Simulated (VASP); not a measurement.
Here is a VASP 6.6.1 calculation.

File INCAR:

```
  PREC = Accurate
  ENCUT = 520
  EDIFF = 1E-6
  ISMEAR = 0
  SIGMA = 0.1
  LREAL = False
  LASPH = True
  NELM = 120
  ALGO = Normal
  ISIF = 2
  LWAVE = False
  LCHARG = False
  LDIPOL = True
  IDIPOL = 3
  DIPOL = 0.5 0.5 0.503
  GGA = PE
  IVDW = 12
  NBANDS = 148
  GGA_COMPAT = False
  NELMDL = -8
  KPAR = 2
  NCORE = 2
```

File KPOINTS:

```
regular mesh
0
Gamma
  3 3 1
```

File POSCAR:

```
Bi16H6C2S
1.0
    9.0651812595      0.0000000000      0.0000000000
   -4.5325906298      8.2023281676      0.0000000000
    0.0000000000      0.0000000000     25.8239415530
Bi C S H
16 2 1 6
Direct
    0.4860765290      0.4721530580      0.3097900444
    0.4860765290      0.9721530580      0.3097900444
    0.9860765290      0.4721530580      0.3097900444
    0.9860765290      0.9721530580      0.3097900444
    0.6666057787      0.3332115575      0.3781080311
    0.6666057787      0.8332115575      0.3781080311
    0.1666057788      0.3332115575      0.3781080311
    0.1666057788      0.8332115575      0.3781080311
    0.8217021794      0.6414963046      0.4650550316
    0.8217381925      0.1419904118      0.4670113976
    0.3203378838      0.6415697601      0.4670305702
    0.3204849233      0.1413055554      0.4677081157
    0.9850163426      0.4748941219      0.5275960965
    0.9853027170      0.9710221260      0.5287852814
    0.4909756500      0.4766202709      0.5271912442
    0.4880008976      0.9731750867      0.5281127853
    0.3254869692      0.1416370564      0.6525546526
    0.1366713301      0.3010849162      0.6480690007
    0.1086880716      0.0982495533      0.6575703622
    0.4026768402      0.2245988579      0.6834725566
    0.3256142522      0.0251694275      0.6565065732
    0.3783177961      0.1945077618      0.6145338954
    0.2115386819      0.3830423807      0.6794995802
    0.0107714303      0.2904694062      0.6478779819
    0.1977043274      0.3514922651      0.6106642242
```

Potentials or basis: VASP PAW PBE potentials, release 64 (Bi_d, C, S, H).

Run with:

```sh
$ cat potpaw_PBE.64/Bi_d/POTCAR potpaw_PBE.64/C/POTCAR potpaw_PBE.64/S/POTCAR potpaw_PBE.64/H/POTCAR > POTCAR
$ mpirun -np 4 vasp_std > vasp.out
```

Predict the band gap on the k mesh.

0.20 eV (least direct gap 0.21 eV).

Predict the dispersion energy per atom.

-0.212 eV.

Estimate the largest force.

0.840 eV/Å.

Forces in eV/Å, atoms in the order of the input:
```
Bi  -0.015  0.444  0.690
Bi   0.000  0.421  0.677
Bi   0.013  0.444  0.693
Bi   0.001  0.440  0.715
Bi   0.002 -0.449 -0.665
Bi  -0.013 -0.431 -0.709
Bi   0.002 -0.448 -0.700
Bi   0.011 -0.425 -0.709
Bi  -0.001  0.000 -0.004
Bi   0.000  0.001 -0.006
Bi   0.000  0.000 -0.005
Bi   0.000  0.002 -0.005
Bi   0.000 -0.001  0.006
Bi   0.000 -0.001  0.005
Bi   0.001  0.000  0.003
Bi   0.000 -0.001  0.007
C   -0.078 -0.021  0.007
C    0.032 -0.079  0.013
S    0.045  0.091 -0.014
H    0.000  0.002  0.003
H    0.012 -0.004 -0.001
H    0.002  0.001 -0.003
H    0.003  0.003  0.006
H   -0.018  0.007  0.000
H    0.002  0.003 -0.005
```

Caveat: spin-orbit coupling is left out, which moves the levels of the heavy elements.
